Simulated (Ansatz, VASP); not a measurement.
TiO: VASP beside Ansatz

```
CELL_PARAMETERS angstrom
3.03100 0.00000 0.00000
-1.51550 2.62492 0.00000
0.00000 0.00000 3.23770
ATOMIC_POSITIONS crystal
Ti 0.66667 0.33333 0.00000
O 0.00000 0.00000 0.50000
```

Alike in both runs: task relaxation of cell and atoms; functional r2SCAN; k mesh 12 × 12 × 12; occupations gaussian, width 0.01 eV; no spin polarisation.

|  | VASP | Ansatz |
| --- | --- | --- |
| version | VASP 6.6.1 | Ansatz 0.2.0 |
| potentials or method | VASP PAW PBE potentials, release 64 (Ti_sv, O), cutoff 600 eV | scalar-relativistic, plane waves, PAW |
| valence electrons in the cell | 18 | 18 |

Ansatz gave:

| Quantity | Value |
| --- | --- |
| gap on the k mesh at the Fermi level, each at its own relaxed structure (eV) | none |
| relaxed volume (Å³/atom) | 9.59 |
| relaxed cell length with the largest relative difference (Å) | 2.819 |

Q: What did VASP give for the same quantities?

A: gap on the k mesh at the Fermi level, each at its own relaxed structure (eV): none; relaxed volume (Å³/atom): 9.65; relaxed cell length with the largest relative difference (Å): 2.826.

VASP's potentials were made for PBE, not for r2SCAN. A gap of «none» marks a metal or a gap that the smearing closes.

Noted on VASP's run: the volume moved by over 15 % at a fixed basis, so the end points are rough.
